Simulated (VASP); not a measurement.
Here is a VASP 6.6.1 calculation.

File POSCAR:

```
BaTiO3
1.0
    3.9321163355      0.0000000000      0.0000000000
    0.0000000000      3.9321163355      0.0000000000
    0.0000000000      0.0000000000      4.0712111673
Ba Ti O
1 1 3
Direct
    0.0000000000      0.0000000000     -0.0044104995
    0.5000000000      0.5000000000      0.4774906576
    0.5000000000      0.5000000000      0.0346021831
    0.5000000000      0.0000000000      0.5176588294
    0.0000000000      0.5000000000      0.5176588294
```

The input INCAR.step1:

```
ALGO     = Normal         # electronic algorithm
EDIFF    = 1E-4           # SCF threshold, eV
ENCUT    = 600            # plane-wave cutoff, eV
GGA      = PE             # functional
ISMEAR   = 0              # smearing method
LASPH    = T              # aspherical terms in the spheres
LCHARG   = F              # write CHGCAR
LREAL    = F              # projectors in reciprocal space
LWAVE    = T              # write WAVECAR
NELM     = 60             # most SCF steps
PREC     = Accurate       # precision mode
SIGMA    = 0.02           # smearing width, eV
```

INCAR.step2

```
ALGO     = Normal         # electronic algorithm
EDIFF    = 1E-6           # SCF threshold, eV
EDIFFG   = -0.01          # ionic threshold
ENCUT    = 600            # plane-wave cutoff, eV
IBRION   = 2              # ionic algorithm
ISIF     = 4              # what is computed and relaxed
ISMEAR   = 0              # smearing method
ISTART   = 1            
LASPH    = T              # aspherical terms in the spheres
LCHARG   = F              # write CHGCAR
LMIXTAU  = T            
LREAL    = F              # projectors in reciprocal space
LWAVE    = F              # write WAVECAR
METAGGA  = R2SCAN         # meta-GGA
NELM     = 60             # most SCF steps
NSW      = 50             # ionic steps
PREC     = Accurate       # precision mode
SIGMA    = 0.02           # smearing width, eV
```

Contents of KPOINTS:

```
k-points
0
Gamma
  8 8 8
```

Potentials or basis: VASP PAW PBE potentials, release 64 (Ba_sv, Ti_sv, O).

Command:

```console
$ cat potpaw_PBE.64/Ba_sv/POTCAR potpaw_PBE.64/Ti_sv/POTCAR potpaw_PBE.64/O/POTCAR > POTCAR
$ cp INCAR.step1 INCAR
$ mpirun -np 1 vasp_std > vasp.out
$ cp INCAR.step2 INCAR
$ mpirun -np 1 vasp_std > vasp.out
```

Problem. Predict the band gap on the k mesh.

Solution. 2.22 eV (least direct gap 2.52 eV).

Final structure:
```
Ba Ti O
1.0
     3.96338    0.00000    0.00000
     0.00000    3.96338    0.00000
     0.00000    0.00000    4.00723
Ba Ti O
1 1 3
Direct
  0.00000 0.00000 0.00254
  0.50000 0.50000 0.48997
  0.50000 0.50000 0.02218
  0.50000 0.00000 0.51415
  0.00000 0.50000 0.51415
```

Caveat: spin-orbit coupling is left out, which moves the levels of the heavy elements. A k mesh can miss the band edges.
